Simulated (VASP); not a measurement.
# LuH2 (Fm-3m) in VASP: further runs, part 2 of 2

VASP 6.6.1.

## (4) Relaxation of cell and atoms, LDA

This run uses another cell than the first one, of 10.62 Å³/atom.

File INCAR:

```
PREC     = Accurate       # precision mode
ENCUT    = 600            # plane-wave cutoff, eV
EDIFF    = 1E-6           # SCF threshold, eV
ISMEAR   = -1             # smearing method
SIGMA    = 0.1            # smearing width, eV
LREAL    = F              # projectors in reciprocal space
LASPH    = T              # aspherical terms in the spheres
NELM     = 60             # most SCF steps
ALGO     = Normal         # electronic algorithm
ISIF     = 3              # what is computed and relaxed
LWAVE    = F              # write WAVECAR
LCHARG   = F              # write CHGCAR
GGA      = CA             # functional
IBRION   = 2              # ionic algorithm
NSW      = 80             # ionic steps
EDIFFG   = -0.02          # ionic threshold
```

File KPOINTS:

```
regular mesh
0
Gamma
  9 9 9
```

File POSCAR:

```
LuH2
1.0
    0.0000000000      2.5165000000      2.5165000000
    2.5165000000      0.0000000000      2.5165000000
    2.5165000000      2.5165000000      0.0000000000
Lu H
1 2
Direct
    0.0000000000      0.0000000000      0.0000000000
    0.2500000000      0.2500000000      0.2500000000
    0.7500000000      0.7500000000      0.7500000000
```

Command:

```sh
$ cat potpaw_PBE.64/Lu/POTCAR potpaw_PBE.64/H/POTCAR > POTCAR
$ mpirun -np 1 vasp_std > vasp.out
```

Wall time 64 s (1 thread of Intel Xeon 8259CL, shared host); peak memory 0.15 GiB.

Results (log left out):

```yaml
Free_energy: -14.0771 eV
Relaxed_volume: 9.93 Å³/atom
Relaxed_cell: a = 3.480 Å, b = 3.480 Å, c = 3.480 Å, α = 60.00°, β = 60.00°, γ = 60.00°
Space_group_after_relaxing_to_0.1_Å: Fm-3m (No. 225)
Energy_gained_by_relaxing: 13.7 meV/atom
Ionic_steps: 3
Pressure_after_relaxing: 0.1 GPa
Band_gap_on_the_k_mesh: zero (an odd number of electrons rules out a gap without spin polarisation)
```

The path:
| step | energy change (eV) | largest force (eV/Å) | pressure (GPa) | volume (Å³) |
| --- | --- | --- | --- | --- |
| 1 | 0.0000 | 0.0000 | -6.12 | 31.87 |
| 2 | -0.0406 | 0.0000 | -0.78 | 30.04 |
| 3 | -0.0411 | 0.0000 | 0.09 | 29.80 |

Final structure:
```
CELL_PARAMETERS angstrom
0.00000 2.46084 2.46084
2.46084 0.00000 2.46084
2.46084 2.46084 0.00000
ATOMIC_POSITIONS crystal
Lu 0.00000 0.00000 0.00000
H 0.25000 0.25000 0.25000
H 0.75000 0.75000 0.75000
```

Levels at points of the mesh, in eV from the Fermi level:
```tsv
k point	band 11	band 12	band 13	band 14	band 15	band 16
(0.00, 0.00, 0.00)	-4.67	-4.67	-0.13	1.41	1.41	1.41
```

Caveat: the PAW data sets were made with another functional, which shifts forces and pressure a little; spin-orbit coupling is left out, which moves the levels of the heavy elements. Zero-point motion and thermal expansion aren't in these numbers.

## (5) Relaxation of cell and atoms, LDA, target pressure 5 GPa, at which the enthalpy is minimised

This run uses another cell than the first one, of 10.62 Å³/atom.

File INCAR:

```
SYSTEM = LuH2
PREC = Accurate
ENCUT = 600
EDIFF = 1E-6
ISMEAR = -1
SIGMA = 0.1
LREAL = .FALSE.
LASPH = .TRUE.
NELM = 60
ALGO = Normal
ISIF = 3
LWAVE = .FALSE.
LCHARG = .FALSE.
GGA = CA
IBRION = 2
NSW = 80
EDIFFG = -0.02
PSTRESS = 50.0
```

File KPOINTS:

```
regular mesh
0
G
  9 9 9
  0 0 0
```

POSCAR is that of step 4.

Potentials or basis: VASP PAW PBE potentials, release 64 (Lu, H).

Command:

```sh
$ cat potpaw_PBE.64/Lu/POTCAR potpaw_PBE.64/H/POTCAR > POTCAR
$ mpirun -np 1 vasp_std > vasp.out
```

OUTCAR:

```text
SYSTEM = LuH2
   PREC = Accurate
   ENCUT = 600
   EDIFF = 1E-6
   ISMEAR = -1
   LREAL = .FALSE.
   LASPH = .TRUE.
   NELM = 60
   ISIF = 3
   GGA = CA
   IBRION = 2
   NSW = 80
   EDIFFG = -0.02
   PSTRESS = 50.0

 ion  position               nearest neighbor table
   1  0.000  0.000  0.000-   3 2.18   3 2.18   3 2.18   2 2.18   2 2.18   2 2.18   3 2.18   2 2.18

   2  0.250  0.250  0.250-   1 2.18   1 2.18   1 2.18   1 2.18
   3  0.750  0.750  0.750-   1 2.18   1 2.18   1 2.18   1 2.18

  LATTYP: Found a face centered cubic cell.
 ALAT       =     5.0330000000

  Lattice vectors:

 A1 = (   0.0000000000,   2.5165000000,   2.5165000000)
 A2 = (   2.5165000000,   0.0000000000,   2.5165000000)
 A3 = (   2.5165000000,   2.5165000000,   0.0000000000)

Analysis of symmetry for initial positions (statically):
=====================================================================
 Subroutine PRICEL returns:
 Original cell was already a primitive cell.

 Routine SETGRP: Setting up the symmetry group for a
 face centered cubic supercell.
[... 706 lines left out ...]

 E-fermi :   2.7042     XC(G=0): -11.9353

 val. band max:        2.6987111982   @ k =   0.0000   0.0000   0.0000
 cond. band min:       2.7100865582   @ k =  -0.3333   0.2222   0.0000
 fundamental gap:      0.0113753600
 Fermi energy:         2.7041773308

 k-point     1 :       0.0000    0.0000    0.0000
  band No.  band energies     occupation
      1     -52.7594      2.00000
      2     -23.4211      2.00000
      3     -23.4211      2.00000
      4     -23.4211      2.00000
      5      -6.8624      2.00000
      6      -2.3374      2.00000
[... 459 lines left out ...]
      6      -2.2938      2.00000
[... 9 lines left out ...]
     16       8.5574      0.00000
     17       9.2212      0.00000

 [... further k-points ...]

------------------------ aborting loop because EDIFF is reached ----------------------------------------

  FORCE on cell =-STRESS in cart. coord.  units (eV):
  Direction    XX          YY          ZZ          XY          YZ          ZX
  --------------------------------------------------------------------------------------
  -------------------------------------------------------------------------------------
  Total        0.8506264      0.8506264      0.8506264     -0.0000000      0.0000000     -0.0000000
  in kB       47.6671996     47.6671996     47.6671996     -0.0000000      0.0000000     -0.0000000
  external PRESSURE =      -2.3328004 kB  Pullay stress =      50.0000000 kB

 VOLUME and BASIS-vectors are now :
 -----------------------------------------------------------------------------
  energy-cutoff  :      600.00
  volume of cell :       28.59
      direct lattice vectors                 reciprocal lattice vectors
    -0.000000000  2.426982300  2.426982300    -0.206017160  0.206017160  0.206017160
     2.426982300 -0.000000000  2.426982300     0.206017160 -0.206017160  0.206017160
     2.426982300  2.426982300  0.000000000     0.206017160  0.206017160 -0.206017160

 POSITION                                       TOTAL-FORCE (eV/Angst)
 -----------------------------------------------------------------------------------
      2.42698      2.42698      4.85396        -0.000000      0.000000      0.000000
      1.21349      1.21349      1.21349         0.000000     -0.000000      0.000000
      3.64047      3.64047      3.64047        -0.000000     -0.000000     -0.000000
 -----------------------------------------------------------------------------------
    total drift:                                0.000000      0.000000      0.000000

  FREE ENERGIE OF THE ION-ELECTRON SYSTEM (eV)
  ---------------------------------------------------
  free  energy   TOTEN  =       -14.0593227025 eV

  energy  without entropy=      -14.0375983302  energy(sigma->0) =      -14.04846052

  enthalpy is  TOTEN    =       -13.1670671799 eV   P V=        0.8922555225

 reached required accuracy - stopping structural energy minimisation
```

OSZICAR:

```text
N       E                     dE             d eps       ncg     rms          rms(c)
DAV:   1     0.972875472105E+02    0.97288E+02   -0.12324E+04  1454   0.568E+03
[... 23 lines left out ...]
DAV:  10    -0.140605101419E+02    0.35670E-03   -0.78407E-04  2059   0.460E-01    0.160E-01
DAV:  11    -0.140593101140E+02    0.12000E-02   -0.51243E-03  1430   0.311E+00    0.314E-02
DAV:  12    -0.140593164961E+02   -0.63821E-05   -0.57481E-04  1841   0.517E-01    0.105E-02
DAV:  13    -0.140593275375E+02   -0.11041E-04   -0.99369E-05  2086   0.220E-01    0.885E-03
DAV:  14    -0.140593242206E+02    0.33169E-05   -0.15620E-05  1825   0.117E-01    0.548E-03
DAV:  15    -0.140593225777E+02    0.16429E-05   -0.11198E-05  1967   0.140E-01    0.126E-03
DAV:  16    -0.140593227025E+02   -0.12477E-06   -0.19611E-06  1222   0.249E-02
   2 F= -.13167067E+02 E0= -.13156205E+02  d E =-.125714E+00
```

Wall time 52 s (1 thread of Intel Xeon 8259CL, shared host); peak memory 0.15 GiB.

What came out:

```
Free energy                                                : -14.0593 eV
Relaxed volume                                             : 9.53 Å³/atom
Relaxed cell                                               : a = 3.432 Å, b = 3.432 Å, c = 3.432 Å, α = 60.00°, β = 60.00°, γ = 60.00°
Space group after relaxing (to 0.1 Å)                      : Fm-3m (No. 225)
Energy change on relaxing (the run minimises the enthalpy) : -7.8 meV/atom
Ionic steps                                                : 2
Pressure after relaxing                                    : 4.8 GPa
Band gap on the k mesh                                     : zero (an odd number of electrons rules out a gap without spin polarisation)
```

Step by step:
| step | energy change (eV) | largest force (eV/Å) | pressure (GPa) | volume (Å³) |
| --- | --- | --- | --- | --- |
| 1 | 0.0000 | 0.0000 | -6.12 | 31.87 |
| 2 | -0.0233 | 0.0000 | 4.77 | 28.59 |

Final structure:
```
CELL_PARAMETERS angstrom
0.00000 2.42698 2.42698
2.42698 0.00000 2.42698
2.42698 2.42698 0.00000
ATOMIC_POSITIONS crystal
Lu 0.00000 0.00000 0.00000
H 0.25000 0.25000 0.25000
H 0.75000 0.75000 0.75000
```

Levels at points of the mesh, in eV from the Fermi level:
```csv
k point,band 9,band 10,band 11,band 12,band 13,band 14,band 15,band 16,band 17
"(0.00, 0.00, 0.00)",-4.63,-4.54,-4.54,-4.54,-0.01,1.46,1.46,1.46,4.61
```

Caveat: the cell is relaxed towards a set pressure, so the run minimises the enthalpy, not the energy; the PAW data sets were made with another functional, which shifts forces and pressure a little; spin-orbit coupling is left out, which moves the levels of the heavy elements. Zero-point motion and thermal expansion aren't in these numbers.

## (6) The runs side by side

| task | cell | cutoff (eV) | gap on the mesh (eV) | pressure (GPa) |
| --- | --- | --- | --- | --- |
| single point | a = 3.422 Å, angles 60.0°, 3 atoms | 520 | none | 5.8 |
| single point | a = 3.473 Å, angles 60.0°, 3 atoms | 520 | none | 0.6 |
| relaxation of cell and atoms | relaxed from a = 3.559 Å, angles 60.0°, 3 atoms | 600 | none | 0.1 |
| relaxation of cell and atoms | relaxed to 5 GPa from a = 3.559 Å, angles 60.0°, 3 atoms | 600 | none | 4.8 |

Alike in all rows: level LDA; potentials or basis VASP PAW PBE potentials, release 64 (Lu, H); no spin polarisation; k mesh 9 × 9 × 9; smearing fermi-dirac 0.1 eV.

Caveats: the PAW data sets were made with another functional, which shifts forces and pressure a little; spin-orbit coupling is left out, which moves the levels of the heavy elements; the cell stands under pressure (at least some runs); the cell is relaxed towards a set pressure, so the run minimises the enthalpy, not the energy (at least some runs).

Total energies depend on the potentials used, so only differences within one code and one set of settings carry meaning.
